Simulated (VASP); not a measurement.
Runs of VASP 6.6.1 on Be2C. The structure is that of space group Fm-3m (No. 225), or close to it. The cells are those of the table. 

```csv
cell,gap on the mesh (eV),pressure (GPa)
"a = 3.020 Å, angles 60.0°, 3 atoms",(b),0.7
"a = 2.934 Å, angles 60.0°, 3 atoms",(a),22.6
"a = 3.141 Å, angles 60.0°, 3 atoms",1.12,(c)
"a = 3.102 Å, angles 60.0°, 3 atoms",1.14,-14.3
"a = 3.180 Å, angles 60.0°, 3 atoms",1.11,-24.7
```

Alike in all rows: task single point; level PBE+D3(BJ); potentials or basis VASP PAW PBE potentials, release 64 (Be, C); no spin polarisation; k mesh 8 × 8 × 8; cutoff (eV) 600; smearing gaussian 0.01 eV.

**Question.** Estimate the missing entries.

**Answer.** (a) 1.21; (b) 1.17; (c) -20.0.

A k mesh can miss the band edges.
